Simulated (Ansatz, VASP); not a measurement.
**Sc4Si in VASP and in Ansatz**

Contents of INCAR:

```
SYSTEM = Sc4Si
ALGO     = Normal         ! electronic algorithm
EDIFF    = 1E-6           ! SCF threshold, eV
ENCUT    = 520            ! plane-wave cutoff, eV
GGA      = PE             ! functional
ISIF     = 2              ! what is computed and relaxed
ISMEAR   = 0              ! smearing method
LASPH    = .TRUE.         ! aspherical terms in the spheres
LCHARG   = .TRUE.         ! write CHGCAR
LELF     = .TRUE.         ! ELF
LREAL    = .FALSE.        ! projectors in reciprocal space
LVHAR    = .TRUE.       
LWAVE    = .FALSE.        ! write WAVECAR
NBANDS   = 32             ! bands
NELM     = 100            ! most SCF steps
PREC     = Accurate       ! precision mode
SIGMA    = 0.1            ! smearing width, eV
```

File KPOINTS:

```
k-points
0
G
  4 4 4
  0 0 0
```

The input POSCAR:

```
Sc4Si
1.0
    4.7033241800      0.0000000000      0.0000000000
    0.0000000000      4.7033241800      0.0000000000
    0.0000000000      0.0000000000      4.7033241800
Sc Si
4 1
Direct
    0.0000000000      0.5000000000      0.5000000000
    0.5000000000      0.0000000000      0.5000000000
    0.5000000000      0.5000000000      0.0000000000
    0.5000000000      0.5000000000      0.5000000000
    0.0000000000      0.0000000000      0.0000000000
```

Input for Ansatz:

```yaml
crystal:
  lattice:
    - [4.70332418, 0.0, 0.0]
    - [0.0, 4.70332418, 0.0]
    - [0.0, 0.0, 4.70332418]
  atoms:
    - { symbol: Sc, position: [0.0, 0.5, 0.5] }
    - { symbol: Sc, position: [0.5, 0.0, 0.5] }
    - { symbol: Sc, position: [0.5, 0.5, 0.0] }
    - { symbol: Sc, position: [0.5, 0.5, 0.5] }
    - { symbol: Si, position: [0.0, 0.0, 0.0] }
basis:
  ecutwfc: 420
kpoints:
  mp_grid: { grid: [4, 4, 4] }
hamiltonian:
  xc: pbe
scf:
  occupations: { method: gaussian, width: 0.1 }
  lower_state_search: "off"
output:
  forces: true
  stress: true
  eigenvalues: true
```

Alike in both runs: task single point; functional PBE; k mesh 4 × 4 × 4; occupations gaussian, width 0.1 eV; no spin polarisation.

|  | VASP | Ansatz |
| --- | --- | --- |
| version | VASP 6.6.1 | Ansatz 0.2.0 |
| potentials or method | VASP PAW PBE potentials, release 64 (Sc_sv, Si), cutoff 520 eV | scalar-relativistic, plane waves, PAW |
| valence electrons in the cell | 48 | 48 |

Ansatz gave:

- gap on the k mesh at the Fermi level (eV): none
- pressure (GPa): 7.6

Q: What did VASP give for the same quantities?

A: gap on the k mesh at the Fermi level (eV): none; pressure (GPa): 8.0.

A gap of «none» marks a metal or a gap that the smearing closes. The functional is the same, so the differences come from potentials, cutoffs and numerics.
